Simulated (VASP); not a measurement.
A run of VASP 6.6.1:

The input INCAR:

```
ALGO     = Normal         # electronic algorithm
EDIFF    = 1E-6           # SCF threshold, eV
EDIFFG   = -0.05          # ionic threshold
ENCUT    = 600            # plane-wave cutoff, eV
IBRION   = 2              # ionic algorithm
ISIF     = 3              # what is computed and relaxed
ISMEAR   = 0              # smearing method
LASPH    = True           # aspherical terms in the spheres
LCHARG   = False          # write CHGCAR
LREAL    = False          # projectors in reciprocal space
LWAVE    = False          # write WAVECAR
NELM     = 60             # most SCF steps
NSW      = 100            # ionic steps
PREC     = Accurate       # precision mode
SIGMA    = 0.1            # smearing width, eV
```

The input KPOINTS:

```
k-points
0
Gamma
  8 8 8
```

File POSCAR:

```
TiN
1.0
    0.0000000000      2.1190000000      2.1190000000
    2.1190000000      0.0000000000      2.1190000000
    2.1190000000      2.1190000000      0.0000000000
Ti N
1 1
Direct
    0.0000000000      0.0000000000      0.0000000000
    0.5000000000      0.5000000000      0.5000000000
```

Potentials or basis: VASP PAW LDA potentials, release 64 (Ti_sv, N).

Launch:

```console
$ cat potpaw_LDA.64/Ti_sv/POTCAR potpaw_LDA.64/N/POTCAR > POTCAR
$ mpirun -np 1 vasp_std > vasp.out
```

Hardware: 1 thread of AMD EPYC 9R45 (Zen 5) (shared host).

Question: Estimate the wall time of this run.

Answer: Wall time 24 s on 1 thread of AMD EPYC 9R45 (Zen 5) (shared host), peak memory 0.1 GiB. Counts: scf iterations 35, k points 29, ion steps 3.
